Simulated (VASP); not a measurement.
Write the native input for VASP 6.6.1 that does the following.

```
Task                   : single point
Functional             : PBE
Potentials or basis    : VASP PAW PBE potentials, release 64 (Hf_pv, C)
Cutoff                 : 520 eV
k mesh                 : 15 × 15 × 14
Occupations            : fermi-dirac, width 0.1 eV
Spin                   : no spin polarisation
Dipole correction      : no
Further INCAR settings : ALGO = Normal; EDIFF = 1e-07; NBANDS = 14
```

The structure of HfC (WC type) lies in POSCAR:

```
HfC
1.0
    3.0331169449      0.0000000000      0.0000000000
   -1.5165584724      2.6267563269      0.0000000000
    0.0000000000      0.0000000000      2.7924540108
Hf C
1 1
Direct
    0.0000000000      0.0000000000      0.0000000000
    0.3333333333      0.6666666667      0.5000000000
```

The input as run:

INCAR

```
PREC = Accurate
ENCUT = 520
EDIFF = 1E-7
ISMEAR = -1
SIGMA = 0.1
LREAL = False
LASPH = True
NELM = 60
ALGO = Normal
ISIF = 2
LWAVE = False
LCHARG = True
GGA = PE
LELF = True
LVHAR = True
NBANDS = 14
```

KPOINTS

```
Automatic mesh
0
Gamma
  15 15 14
```

Potentials or basis: VASP PAW PBE potentials, release 64 (Hf_pv, C).

Run with:

```sh
$ cat potpaw_PBE.64/Hf_pv/POTCAR potpaw_PBE.64/C/POTCAR > POTCAR
$ mpirun -np 1 vasp_std > vasp.out
```

Results of the run:

```yaml
Pressure: 46.4 GPa
Band_gap_on_the_k_mesh: zero (band 7 reaches 7.19 eV, above the bottom of band 8 at 6.69 eV)
```

Caveat: spin-orbit coupling is left out, which moves the levels of the heavy elements.

Wall time 30 s on 1 thread of Intel(R) Xeon(R) Platinum 8488C (Sapphire Rapids), with other jobs on the host, peak memory 0.19 GiB.
